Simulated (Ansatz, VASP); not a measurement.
One calculation of Hf2S, two programs

```
CELL_PARAMETERS angstrom
3.37427 0.00000 0.00000
-1.68714 2.92221 0.00000
0.00000 0.00000 11.71741
ATOMIC_POSITIONS crystal
Hf 0.66667 0.33333 0.89981
Hf 0.33333 0.66667 0.39981
Hf 0.66667 0.33333 0.60019
Hf 0.33333 0.66667 0.10019
S 0.00000 0.00000 0.75000
S 0.00000 0.00000 0.25000
```

Alike in both runs: task single point; functional PBEsol; k mesh 6 × 6 × 2; occupations gaussian, width 0.1 eV; no spin polarisation.

```csv
,VASP,Ansatz
version,VASP 6.6.1,Ansatz 0.2.0
potentials or method,"VASP PAW PBE potentials, release 64 (Hf_pv, S), cutoff 520 eV","scalar-relativistic, plane waves, PAW"
valence electrons in the cell,52,116
```

|  | VASP | Ansatz | Ansatz less VASP |
| --- | --- | --- | --- |
| gap on the k mesh at the Fermi level (eV) | none | none | - |
| pressure (GPa) | -3.4 | -2.9 | +0.46 |
| traceless stress, the component that is largest in VASP (GPa) | -0.08 | -0.10 | -0.024 |
| rms of the force components (eV/Å) | 0.113 | 0.114 | +0.0009 |

VASP's potentials were made for PBE, not for PBEsol. Atom by atom the forces differ by 0.001 eV/Å (rms over components). A gap of «none» marks a metal or a gap that the smearing closes. VASP's potentials hold 52 valence electrons a cell and Ansatz's 116, so a difference there can come from the potentials and not from the codes.

Neither program's run includes spin-orbit coupling.
